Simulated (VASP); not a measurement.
TePb, 2 atoms in the cell. Symmetry: Fm-3m, No. 225, cubic system. Conventional cell: a = 6.666 Å, b = 6.666 Å, c = 6.666 Å, α = 90.00°, β = 90.00°, γ = 90.00°. Pb (site symmetry m-3m) has 6 Te at 3.33 Å within 4.4 Å. Within 4.4 Å of Te (site symmetry m-3m) lie 6 Pb at 3.33 Å.  This cell differs from its parent crystal: strain +2.0%.

```yaml
Program: VASP 6.6.1
Task: dielectric tensor
Functional: r2SCAN
Potentials_or_basis: VASP PAW PBE potentials, release 64 (Pb_d, Te)
Cutoff: 520 eV
k_mesh: 6 × 6 × 6
Occupations: gaussian, width 0.01 eV
Spin: no spin polarisation
Dipole_correction: no
Further_INCAR_settings: ALGO = Normal; EDIFF = 1e-08
```

Potentials or basis: VASP PAW PBE potentials, release 64 (Pb_d, Te).

Launch:

```sh
$ cat potpaw_PBE.64/Pb_d/POTCAR potpaw_PBE.64/Te/POTCAR > POTCAR
$ mpirun -np 1 vasp_std > vasp.out
```

Hardware: 1 thread of Intel(R) Xeon(R) Platinum 8559C (Emerald Rapids) (shared host).

Question: Estimate the wall time of this run.

Answer: It took 58 min on 1 thread of Intel(R) Xeon(R) Platinum 8559C (Emerald Rapids), on a shared host, peak memory 0.47 GiB. Counts: scf iterations 92, k points 16.
